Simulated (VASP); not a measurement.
Wanted: the native input for a VASP 6.6.1 run.

* Task: single point
* Functional: PBE
* Potentials or basis: VASP PAW PBE potentials, release 64 (Hf_pv)
* Cutoff: 520 eV
* k mesh: 24 × 24 × 1
* Occupations: gaussian, width 0.1 eV
* Spin: no spin polarisation
* Dipole correction: yes
* Further INCAR settings: ALGO = Normal; EDIFF = 1e-06; NBANDS = 11

The structure of Hf lies in POSCAR:

```
Hf
1.0
    2.8989538347      0.0000000000      0.0000000000
   -1.4494769174      2.5105676653      0.0000000000
    0.0000000000      0.0000000000     23.8000000000
Hf
1
Direct
    0.0000000000      0.0000000000      0.2941176471
```

The cell was generated, and may not be a known phase.

One way to write it, as run:

INCAR

```
SYSTEM = Hf
ALGO = Normal
DIPOL = 0.5 0.5 0.294
EDIFF = 1E-6
ENCUT = 520
GGA = PE
IDIPOL = 3
ISIF = 2
ISMEAR = 0
LASPH = .True.
LCHARG = .True.
LDIPOL = .True.
LELF = .True.
LREAL = .False.
LVACPOTAV = .True.
LVHAR = .True.
LWAVE = .False.
NBANDS = 11
NELM = 60
PREC = Accurate
SIGMA = 0.1
```

KPOINTS

```
k-points
0
Gamma
  24 24 1
  0 0 0
```

Potentials or basis: VASP PAW PBE potentials, release 64 (Hf_pv).

The run is started by

```bash
$ cat potpaw_PBE.64/Hf_pv/POTCAR > POTCAR
$ mpirun -np 1 vasp_std > vasp.out
```

Results of the run:

```json
{
 "Band gap on the k mesh": "zero (bands 5 and 6 overlap by 0.85 eV)"
}
```

Caveat: spin-orbit coupling is left out, which moves the levels of the heavy elements.

Wall time 3 min on 1 thread of AMD EPYC 7R43 64-Core Processor (Zen 3), with other jobs on the host, peak memory 0.32 GiB.
